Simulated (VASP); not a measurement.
Runs of VASP 6.6.1 on F. The structure is that of space group P6_3/mmc (No. 194), or close to it. The cells are those of the table. 

```csv
task,cell,gap on the mesh (eV),pressure (GPa)
electric field gradients,"a = 2.864, b = 2.864, c = 2.881 Å, angles 90.0, 90.0, 120.0°, 2 atoms",none,1.8
electric field gradients,"a = 2.903, b = 2.903, c = 2.921 Å, angles 90.0, 90.0, 120.0°, 2 atoms",none,(a)
single point,"a = 2.884, b = 2.884, c = 2.901 Å, angles 90.0, 90.0, 120.0°, 2 atoms",none,0.5
electric field gradients,"a = 2.942, b = 2.942, c = 2.959 Å, angles 90.0, 90.0, 120.0°, 2 atoms",none,-2.6
electric field gradients,"a = 2.884, b = 2.884, c = 2.901 Å, angles 90.0, 90.0, 120.0°, 2 atoms",none,0.5
single point,"a = 2.864, b = 2.864, c = 2.881 Å, angles 90.0, 90.0, 120.0°, 2 atoms",none,1.8
single point,"a = 2.923, b = 2.923, c = 2.940 Å, angles 90.0, 90.0, 120.0°, 2 atoms",none,-1.7
single point,"a = 2.942, b = 2.942, c = 2.959 Å, angles 90.0, 90.0, 120.0°, 2 atoms",none,-2.6
```

Alike in all rows: level PBE; potentials or basis VASP PAW PBE potentials, release 64 (F); no spin polarisation; k mesh 19 × 19 × 10; cutoff (eV) 520; smearing fermi-dirac 0.08 eV.

Problem. Fill in the values left out.

Solution. (a) -0.7.

Caveats: the atoms stand far beyond bonding distance, and open shells without spin polarisation read as a metal.

A gap of «none» marks levels without a gap at the run's occupations.
